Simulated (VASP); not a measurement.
# MgO (R-3m) in VASP: a series of runs

The runs below take MgO through single point, with r2SCAN.

Program: VASP 6.6.1. These are calculated values, not measurements. Logs are shortened: lines on timing, memory, paths and dates and some standing lists are left out, and cuts for length are marked.

## (1) The cell of the first run

It takes space group R-3m (No. 166, trigonal). The conventional cell has a = 2.943 Å, b = 2.943 Å, c = 7.307 Å, α = 90.00°, β = 90.00°, γ = 120.00°. Within 2.8 Å of Mg (site symmetry -3m) lie 6 O at 2.09 Å. O (site symmetry -3m) has 6 Mg at 2.09 Å within 2.8 Å.

## (2) Single point, r2SCAN (epitaxial 111 strain -1.0%)

POSCAR reads:

```
MgO
1.0
    0.0187185858      2.0998643271      2.0998643271
    2.0998643271      0.0187185858      2.0998643271
    2.0998643271      2.0998643271      0.0187185858
Mg O
1 1
Direct
    0.0000000000      0.0000000000      0.0000000000
    0.5000000000      0.5000000000      0.5000000000
```

INCAR.step1 reads:

```
PREC = Accurate
ENCUT = 920
ISMEAR = 0
SIGMA = 0.01
LREAL = False
LASPH = True
NELM = 120
NBANDS = 15
GGA = PE
ALGO = Normal
EDIFF = 1E-5
LWAVE = True
LCHARG = False
GGA_COMPAT = False
```

INCAR.step2 reads:

```
PREC = Accurate
ENCUT = 920
EDIFF = 1E-6
ISMEAR = 0
SIGMA = 0.01
LREAL = False
LASPH = True
NELM = 120
ALGO = Normal
ISIF = 2
LWAVE = False
LCHARG = False
METAGGA = R2SCAN
LMIXTAU = True
NBANDS = 15
ISTART = 1
GGA_COMPAT = False
```

KPOINTS reads:

```
Automatic mesh
0
Gamma
  10 10 10
```

Potentials or basis: VASP PAW PBE potentials, release 64 (Mg_sv, O).

Started as:

```
> cat potpaw_PBE.64/Mg_sv/POTCAR potpaw_PBE.64/O/POTCAR > POTCAR
> cp INCAR.step1 INCAR
> mpirun -np 1 vasp_std > vasp.out
> cp INCAR.step2 INCAR
> mpirun -np 1 vasp_std > vasp.out
```

OUTCAR:

```text
PREC = Accurate
   ENCUT = 920
   EDIFF = 1E-6
   ISMEAR = 0
   LREAL = False
   LASPH = True
   NELM = 120
   ISIF = 2
   METAGGA = R2SCAN
   ISTART = 1

 ion  position               nearest neighbor table
   1  0.000  0.000  0.000-   2 2.09   2 2.09   2 2.09   2 2.09   2 2.09   2 2.09
   2  0.500  0.500  0.500-   1 2.09   1 2.09   1 2.09   1 2.09   1 2.09   1 2.09

  LATTYP: Found a trigonal (rhomboedric) cell.
 ALAT       =     2.9697156042
 COS(alpha) =     0.5088939691

  Lattice vectors:

 A1 = (   0.0187185858,   2.0998643271,   2.0998643271)
 A2 = (   2.0998643271,   0.0187185858,   2.0998643271)
 A3 = (   2.0998643271,   2.0998643271,   0.0187185858)

Analysis of symmetry for initial positions (statically):
=====================================================================
 Subroutine PRICEL returns:
 Original cell was already a primitive cell.

 Routine SETGRP: Setting up the symmetry group for a
 trigonal (rhombohedral) supercell.

 Subroutine GETGRP returns: Found 12 space group operations
 (whereof 12 operations were pure point group operations)
 out of a pool of 12 trial point group operations.

The static configuration has the point symmetry D_3d.

Analysis of symmetry for dynamics (positions and initial velocities):
=====================================================================
 Subroutine PRICEL returns:
 Original cell was already a primitive cell.

 Routine SETGRP: Setting up the symmetry group for a
 trigonal (rhombohedral) supercell.

 Subroutine GETGRP returns: Found 12 space group operations
 (whereof 12 operations were pure point group operations)
 out of a pool of 12 trial point group operations.

The dynamic configuration has the point symmetry D_3d.

 Subroutine INISYM returns: Found 12 space group operations
 (whereof 12 operations are pure point group operations),
 and found     1 'primitive' translations

----------------------------------------------------------------------------------------

                                     Primitive cell

  volume of cell :      18.2708

  direct lattice vectors                    reciprocal lattice vectors
     0.018718586  2.099864327  2.099864327    -0.241318351  0.239186200  0.239186200
     2.099864327  0.018718586  2.099864327     0.239186200 -0.241318351  0.239186200
     2.099864327  2.099864327  0.018718586     0.239186200  0.239186200 -0.241318351

  length of vectors
     2.969715604  2.969715604  2.969715604     0.415517296  0.415517296  0.415517296

  position of ions in fractional coordinates (direct lattice)
[... 91 lines left out ...]
   NUPDOWN=      -1.0000    fix difference up-down
   EMIN   =  10.00;   EMAX   =-10.00  energy-range for DOS
   EFERMI =   0.00;   METHOD = LEGACY
   ISMEAR =     0;   SIGMA  =   0.01  broadening in eV -4-tet -1-fermi 0-gaus
   EFERMI_NEDOS =   21; number of points for ismear=-14 and -15
   IALGO  =     38    algorithm
   IMIX   =      4    mixing-type and parameters
     AMIX     =   0.40;   BMIX     =  1.00
     AMIX_MAG =   1.60;   BMIX_MAG =  1.00
  volume/ion in A,a.u.               =       9.14        61.65
  Fermi-wavevector in a.u.,A,eV,Ry     =   1.566254  2.959792 33.377168  2.453153
  Thomas-Fermi vector in A             =   2.668610
   LORBIT       =      0    0 simple, 1 ext, 2 COOP (PROOUT), +10 PAW based schemes
   METAGGA = R2SCAN    functional components
   LHFCALC =     F    Hartree Fock is set to
   AEXX    =    0.0000 exact exchange contribution
   IVDW    =     0    specifies the selected vdW correction
   LEPSILON=     F    determine dielectric tensor
   LRPA    =     F    only Hartree local field effects (RPA)
 non-spin polarized calculation
 Gauss-broadening in eV      SIGMA  =   0.01
  energy-cutoff  :      920.00
  volume of cell :       18.27
 maximum number of plane-waves:      1179
 NGX is ok and might be reduce to    30
   NGX = 15   NGY = 15   NGZ = 15

 number of electron      16.0000002 magnetization

 Free energy of the ion-electron system (eV)
  ---------------------------------------------------
  ext. energy  EPLUGINS =         0.00000000
  ---------------------------------------------------
  free energy    TOTEN  =       -16.14829208 eV

  energy without entropy =      -16.14829208  energy(sigma->0) =      -16.14829208

 E-fermi :   2.9043     XC(G=0): -12.1654

 val. band max:        2.6993650741   @ k =   0.0000   0.0000   0.0000
 cond. band min:       8.5335335695   @ k =   0.0000   0.0000   0.0000
 fundamental gap:      5.8341684954
 Fermi energy:         2.9043025714

 k-point     1 :       0.0000    0.0000    0.0000
  band No.  band energies     occupation
      1     -72.2262      2.00000
      2     -37.3127      2.00000
      3     -37.3127      2.00000
      4     -37.3068      2.00000
      5     -15.6376      2.00000
      6       2.5937      2.00000
      7       2.6994      2.00000
      8       2.6994      2.00000
      9       8.5335      0.00000
     10      19.3932      0.00000
     11      19.7938      0.00000
     12      19.7938      0.00000
     13      23.8252      0.00000
     14      25.6858      0.00000
[... 401 lines left out ...]
      2     -37.3758      2.00000
      3     -37.3383      2.00000
      4     -37.3314      2.00000
      5     -14.3771      2.00000
      6      -0.9667      2.00000
      7       1.3636      2.00000
      8       1.4881      2.00000
      9      13.4020      0.00000
     10      14.0241      0.00000
     11      17.7575      0.00000
     12      22.4210      0.00000
     13      22.8371      0.00000
     14      29.2782      0.00000
     15      31.6824      0.00000

 [... further k-points ...]

------------------------ aborting loop because EDIFF is reached ----------------------------------------

  FORCE on cell =-STRESS in cart. coord.  units (eV):
  Direction    XX          YY          ZZ          XY          YZ          ZX
  --------------------------------------------------------------------------------------
  -------------------------------------------------------------------------------------
  Total        0.3878247      0.3878247      0.3878247     -0.1605521     -0.1605521     -0.1605521
  in kB       34.0085787     34.0085787     34.0085787    -14.0789079    -14.0789079    -14.0789079
  external PRESSURE =      34.0085787 kB  Pullay stress =       0.0000000 kB

 VOLUME and BASIS-vectors are now :
 -----------------------------------------------------------------------------
  energy-cutoff  :      920.00
  volume of cell :       18.27
      direct lattice vectors                 reciprocal lattice vectors
     0.018718586  2.099864327  2.099864327    -0.241318351  0.239186200  0.239186200
     2.099864327  0.018718586  2.099864327     0.239186200 -0.241318351  0.239186200
     2.099864327  2.099864327  0.018718586     0.239186200  0.239186200 -0.241318351

 POSITION                                       TOTAL-FORCE (eV/Angst)
 -----------------------------------------------------------------------------------
      0.00000      0.00000      0.00000         0.000000     -0.000000      0.000000
      2.10922      2.10922      2.10922         0.000000      0.000000     -0.000000
 -----------------------------------------------------------------------------------
    total drift:                                0.000000      0.000000      0.000000

  FREE ENERGIE OF THE ION-ELECTRON SYSTEM (eV)
  ---------------------------------------------------
  free  energy   TOTEN  =       -16.1482920797 eV

  energy  without entropy=      -16.1482920797  energy(sigma->0) =      -16.14829208
```

OUTCAR.step1:

```text
PREC = Accurate
   ENCUT = 920
   ISMEAR = 0
   LREAL = False
   LASPH = True
[... 655 lines left out ...]
      0.00000      0.00000      0.00000         0.000000     -0.000000     -0.000000
      2.10922      2.10922      2.10922        -0.000000      0.000000      0.000000
 -----------------------------------------------------------------------------------
    total drift:                                0.000000      0.000000      0.000000

  FREE ENERGIE OF THE ION-ELECTRON SYSTEM (eV)
  ---------------------------------------------------
  free  energy   TOTEN  =       -11.8529690998 eV

  energy  without entropy=      -11.8529690998  energy(sigma->0) =      -11.85296910
```

It took 4.1 min on 1 thread of Intel Xeon Platinum 8259CL at 2.50GHz (Skylake/Cascade Lake), shared host; peak memory 0.21 GiB.

Results:

| Item | Value |
| --- | --- |
| Free energy | -16.1483 eV |
| Pressure | 3.4 GPa |
| Band gap on the k mesh | 5.83 eV |

Levels at points of the mesh, in eV from the valence-band top:
| k point | band 4 | band 5 | band 6 | band 7 | band 8 | band 9 | band 10 | band 11 | band 12 | band 13 |
| --- | --- | --- | --- | --- | --- | --- | --- | --- | --- | --- |
| (0.00, 0.00, 0.00) | -40.01 | -18.34 | -0.11 | 0.00 | 0.00 | 5.83 | 16.69 | 17.09 | 17.09 | 21.13 |
| (0.50, 0.00, 0.00) | -40.02 | -16.99 | -4.72 | -0.79 | -0.72 | 8.91 | 14.12 | 17.56 | 17.74 | 22.78 |
| (0.50, 0.50, 0.00) | -40.04 | -16.79 | -4.20 | -1.49 | -1.38 | 10.03 | 11.38 | 14.53 | 20.69 | 20.88 |
| (0.50, 0.50, 0.50) | -40.02 | -17.04 | -4.78 | -0.67 | -0.67 | 9.04 | 13.92 | 17.91 | 17.91 | 22.94 |

Caveat: the cell differs from its parent crystal (epitaxial 111 strain -1.0%); the cell stands under pressure; the PAW data sets were made with another functional, which shifts forces and pressure a little.

## (3) Single point, r2SCAN (epitaxial 111 strain +2.0%)

POSCAR reads:

```
MgO
1.0
   -0.0372806204      2.1069301434      2.1069301434
    2.1069301434     -0.0372806204      2.1069301434
    2.1069301434      2.1069301434     -0.0372806204
Mg O
1 1
Direct
    0.0000000000      0.0000000000      0.0000000000
    0.5000000000      0.5000000000      0.5000000000
```

INCAR.step1 reads:

```
SYSTEM = MgO
  PREC = Accurate
  ENCUT = 920
  ISMEAR = 0
  SIGMA = 0.01
  LREAL = .False.
  LASPH = .True.
  NELM = 120
  NBANDS = 15
  GGA = PE
  ALGO = Normal
  EDIFF = 1E-5
  LWAVE = .True.
  LCHARG = .False.
  GGA_COMPAT = .False.
```

INCAR.step2 reads:

```
SYSTEM = MgO
  PREC = Accurate
  ENCUT = 920
  EDIFF = 1E-6
  ISMEAR = 0
  SIGMA = 0.01
  LREAL = .False.
  LASPH = .True.
  NELM = 120
  ALGO = Normal
  ISIF = 2
  LWAVE = .False.
  LCHARG = .False.
  METAGGA = R2SCAN
  LMIXTAU = .True.
  NBANDS = 15
  ISTART = 1
  GGA_COMPAT = .False.
```

KPOINTS reads:

```
regular mesh
0
Gamma
  10 10 10
  0 0 0
```

Potentials or basis: VASP PAW PBE potentials, release 64 (Mg_sv, O).

Started as:

```
> cat potpaw_PBE.64/Mg_sv/POTCAR potpaw_PBE.64/O/POTCAR > POTCAR
> cp INCAR.step1 INCAR
> mpirun -np 1 vasp_std > vasp.out
> cp INCAR.step2 INCAR
> mpirun -np 1 vasp_std > vasp.out
```

It took 3 min on 1 thread of AMD EPYC 9R45 (Zen 5), shared host; peak memory 0.18 GiB.

The run converged. Its results:

```yaml
Free_energy: -16.1393 eV
Pressure: -4.6 GPa
Band_gap_on_the_k_mesh: 5.23 eV
```

Stress tensor (GPa, compression positive):
```
-4.60  2.50  2.50
 2.50 -4.60  2.50
 2.50  2.50 -4.60
```

Levels at points of the mesh, in eV from the valence-band top:
```csv
k point,band 5,band 6,band 7,band 8,band 9,band 10,band 11,band 12
"(0.00, 0.00, 0.00)",-18.18,-0.19,-0.19,0.00,5.23,16.31,16.31,17.11
"(0.50, 0.00, 0.00)",-16.99,-4.64,-0.80,-0.66,8.57,13.28,17.05,17.41
"(0.50, 0.50, 0.00)",-16.77,-4.09,-1.56,-1.35,9.82,10.77,13.87,19.71
"(0.50, 0.50, 0.50)",-16.91,-4.51,-0.88,-0.88,8.35,13.68,16.71,16.71
```

Caveat: the cell differs from its parent crystal (epitaxial 111 strain +2.0%); the cell stands under tension; the PAW data sets were made with another functional, which shifts forces and pressure a little.
